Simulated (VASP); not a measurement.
Here is a VASP 6.6.1 calculation.

The input POSCAR:

```
LiCl
1.0
    0.0000000000      2.6715575456      2.6715575456
    2.6715575456      0.0000000000      2.6715575456
    2.6715575456      2.6715575456      0.0000000000
Li Cl
1 1
Direct
    0.0000000000      0.0000000000      0.0000000000
    0.5000000000      0.5000000000      0.5000000000
```

INCAR.step1

```
SYSTEM = LiCl
ALGO = Normal ; EDIFF = 1E-4
ENCUT = 520 ; GGA = PE
ISMEAR = 0 ; LASPH = .TRUE.
LCHARG = .FALSE. ; LREAL = .FALSE.
LWAVE = .TRUE. ; NBANDS = 12
NELM = 60 ; PREC = Accurate
SIGMA = 0.01
```

File INCAR.step2:

```
SYSTEM = LiCl
ALGO = Normal ; EDIFF = 1E-7
ENCUT = 520 ; ISIF = 2
ISMEAR = 0 ; ISTART = 1
LASPH = .TRUE. ; LCHARG = .TRUE.
LELF = .TRUE. ; LMIXTAU = .TRUE.
LREAL = .FALSE. ; LVHAR = .TRUE.
LWAVE = .FALSE. ; METAGGA = R2SCAN
NBANDS = 12 ; NELM = 60
PREC = Accurate ; SIGMA = 0.01
```

The input KPOINTS:

```
k-points
0
G
  8 8 8
  0 0 0
```

Potentials or basis: VASP PAW PBE potentials, release 64 (Li_sv, Cl).

Launch:

```sh
$ cat potpaw_PBE.64/Li_sv/POTCAR potpaw_PBE.64/Cl/POTCAR > POTCAR
$ cp INCAR.step1 INCAR
$ mpirun -np 1 vasp_std > vasp.out
$ cp INCAR.step2 INCAR
$ mpirun -np 1 vasp_std > vasp.out
```

Predict the band gap on the k mesh.

6.63 eV, direct.

Caveat: the cell differs from its parent crystal (strain +4.5%). A k mesh can miss the band edges.
